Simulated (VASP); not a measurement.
The system is Co.

```xyz
3
Lattice="3.9701 0.0000 0.0000 -1.9851 3.4382 0.0000 0.0000 0.0000 2.4337" Properties=species:S:1:pos:R:3 pbc="T T T"
Co    0.0000    0.0000    0.0000
Co    0.0000    2.2922    1.2168
Co    1.9851    1.1461    1.2168
```

- Program: VASP 6.6.1
- Task: relaxation of cell and atoms
- Functional: LDA
- Potentials or basis: VASP PAW LDA potentials, release 64 (Co)
- Cutoff: 600 eV
- k mesh: 9 × 9 × 13
- Occupations: fermi-dirac, width 0.1 eV
- Spin: no spin polarisation

At the start: pressure -27.0 GPa; volume 11.07 Å³/atom.

Problem. Where does the relaxation end?

Solution. Over 9 steps the energy falls by 122.1 meV/atom and the volume is 9.79 Å³/atom (-11.6 %); space group P6/mmm (No. 191, to 0.05 Å).

The path:
```csv
step,energy change (eV),largest force (eV/Å),pressure (GPa),volume (Å³)
1,0.0000,0.0000,-27.00,33.22
2,0.4358,0.0000,68.95,25.03
3,-0.3653,0.0000,-1.41,29.51
4,-0.3659,0.0000,-0.40,29.40
5,-0.3659,0.0000,0.45,29.33
6,-0.3661,0.0000,-0.56,29.43
7,-0.3662,0.0000,-0.27,29.40
8,-0.3663,0.0000,0.22,29.35
9,-0.3663,0.0000,0.06,29.37
```

Final structure:
```cif
data_structure
_symmetry_space_group_name_H-M 'P 1'
_symmetry_Int_Tables_number 1
_cell_length_a 3.8121
_cell_length_b 3.8121
_cell_length_c 2.3333
_cell_angle_alpha 90.000
_cell_angle_beta 90.000
_cell_angle_gamma 120.000
_cell_volume 29.37
loop_
_atom_site_label
_atom_site_type_symbol
_atom_site_fract_x
_atom_site_fract_y
_atom_site_fract_z
_atom_site_occupancy
Co1 Co 0.00000 0.00000 0.00000 1
Co2 Co 0.33333 0.66667 0.50000 1
Co3 Co 0.66667 0.33333 0.50000 1
```

Caveat: the run has no spin polarisation, though such a crystal can be magnetic.
